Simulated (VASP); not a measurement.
Wanted: the native input for a VASP 6.6.1 run.

| Item | Value |
| --- | --- |
| Task | single point |
| Functional | PBE |
| Potentials or basis | VASP PAW PBE potentials, release 64 (K_sv, As) |
| Cutoff | 500 eV |
| k mesh | 8 × 8 × 6 |
| Occupations | gaussian, width 0.1 eV |
| Spin | no spin polarisation |
| Dipole correction | no |
| Further INCAR settings | ALGO = Normal; EDIFF = 1e-06; NBANDS = 28 |

The structure of K4As lies in POSCAR:

```
K4As
1.0
    5.8314463655      0.0000000000      0.0000000000
    0.0000000000      5.8314463655      0.0000000000
    0.0000000000      0.0000000000      8.8734282392
K As
4 1
Direct
    0.5000000000      0.0000000000      0.2064458044
    0.0000000000      0.5000000000      0.7935541956
    0.5000000000      0.0000000000      0.7935541956
    0.0000000000      0.5000000000      0.2064458044
    0.0000000000      0.0000000000      0.0000000000
```

One way to write it, as run:

INCAR

```
SYSTEM = K4As
ALGO = Normal
EDIFF = 1E-6
ENCUT = 500
GGA = PE
GGA_COMPAT = .FALSE.
ISIF = 2
ISMEAR = 0
LASPH = .TRUE.
LCHARG = .FALSE.
LREAL = .FALSE.
LWAVE = .FALSE.
NBANDS = 28
NELM = 120
PREC = Accurate
SIGMA = 0.1
```

KPOINTS

```
k-points
0
G
  8 8 6
  0 0 0
```

Potentials or basis: VASP PAW PBE potentials, release 64 (K_sv, As).

Run with:

```console
$ cat potpaw_PBE.64/K_sv/POTCAR potpaw_PBE.64/As/POTCAR > POTCAR
$ mpirun -np 1 vasp_std > vasp.out
```

It gave:

- Pressure: -0.4 GPa
- Largest force: 0.009 eV/Å
- Band gap on the k mesh: zero (an odd number of electrons rules out a gap without spin polarisation)

Wall time 5.2 min on 1 thread of AMD EPYC 9R45 96-Core Processor (Zen 5) (shared host), peak memory 0.63 GiB.
